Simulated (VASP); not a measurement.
Input of a VASP 6.6.1 run:

INCAR

```
PREC = Accurate
ENCUT = 520
EDIFF = 1E-8
ISMEAR = -1
SIGMA = 0.08
LREAL = False
LASPH = True
NELM = 100
ALGO = Normal
ISIF = 2
LWAVE = False
LCHARG = False
GGA = PS
LEFG = True
NBANDS = 19
```

The input KPOINTS:

```
Automatic mesh
0
Gamma
  13 13 7
```

The input POSCAR:

```
Ti
1.0
    2.9499978604      0.0000000000      0.0000000000
   -1.4749989302      2.5547730882      0.0000000000
    0.0000000000      0.0000000000      4.6391400000
Ti
2
Direct
    0.3333333333      0.6666666667      0.2500000000
    0.6666666667      0.3333333333      0.7500000000
```

Potentials or basis: VASP PAW PBE potentials, release 64 (Ti_sv).

Command:

```console
$ cat potpaw_PBE.64/Ti_sv/POTCAR > POTCAR
$ mpirun -np 1 vasp_std > vasp.out
```

Task: What does it give for the band gap on the k mesh?

Result: Zero (band 12 reaches 8.90 eV, above the bottom of band 13 at 7.80 eV).

Task: Predict the pressure.

Result: -5.0 GPa.

Stress tensor (GPa, compression positive):
```
-5.20  0.00  0.00
 0.00 -5.20  0.00
 0.00  0.00 -4.61
```

Caveat: the cell differs from its parent crystal (zz strain of -1 %); without QUAD_EFG the Cq values of the log hold for a quadrupole moment of 1 mb, not for the nuclei; the PAW data sets were made with another functional, which shifts forces and pressure a little.
